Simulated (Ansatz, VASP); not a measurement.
## One calculation of Ag, two programs

File POSCAR:

```
Ag
1.0
    0.0000000000      2.0431000000      2.2065480000
    2.0431000000      0.0000000000      2.2065480000
    2.0431000000      2.0431000000      0.0000000000
Ag
1
Direct
    0.0000000000      0.0000000000      0.0000000000
```

The input INCAR.step1:

```
ALGO = Normal
EDIFF = 1E-4
ENCUT = 520
GGA = PE
ISMEAR = 0
LASPH = T
LCHARG = F
LREAL = F
LWAVE = T
NBANDS = 12
NELM = 100
PREC = Accurate
SIGMA = 0.15
```

The input INCAR.step2:

```
ALGO = Normal
EDIFF = 1E-6
ENCUT = 520
ISIF = 2
ISMEAR = 0
ISTART = 1
LASPH = T
LCHARG = T
LELF = T
LMIXTAU = T
LREAL = F
LVHAR = T
LWAVE = F
METAGGA = R2SCAN
NBANDS = 12
NELM = 100
PREC = Accurate
SIGMA = 0.15
```

The input KPOINTS:

```
k-points
0
Gamma
  20 20 20
```

Input for Ansatz:

```yaml
crystal:
  lattice:
    - [0.0, 2.0431, 2.206548]
    - [2.0431, 0.0, 2.206548]
    - [2.0431, 2.0431, 0.0]
  atoms:
    - { symbol: Ag, position: [0.0, 0.0, 0.0] }
basis:
  ecutwfc: 500
kpoints:
  mp_grid: { grid: [20, 20, 20] }
hamiltonian:
  xc: r2scan
scf:
  occupations: { method: gaussian, width: 0.15 }
output:
  forces: true
  stress: true
  eigenvalues: true
```

Change from the starting cell: strain +0.000 along x and y, +0.080 along z, atoms carried along.

Alike in both runs: task single point; functional r2SCAN; k mesh 20 × 20 × 20; occupations gaussian, width 0.15 eV; no spin polarisation.

|  | VASP | Ansatz |
| --- | --- | --- |
| version | VASP 6.6.1 | Ansatz 0.2.0 |
| potentials or method | VASP PAW PBE potentials, release 64 (Ag), cutoff 520 eV | scalar-relativistic, plane waves, PAW |
| valence electrons in the cell | 11 | 19 |

```tsv
	VASP	Ansatz	Ansatz less VASP
gap on the k mesh at the Fermi level (eV)	none	none	-
pressure (GPa)	-5.3	-5.3	-0.06
traceless stress, the component that is largest in VASP (GPa)	-1.91	-1.88	+0.031
```

VASP's potentials were made for PBE, not for r2SCAN. A gap of «none» marks a metal or a gap that the smearing closes. The functional is the same, so the differences come from potentials, cutoffs and numerics. VASP's potentials hold 11 valence electrons a cell and Ansatz's 19, so a difference there can come from the potentials and not from the codes.
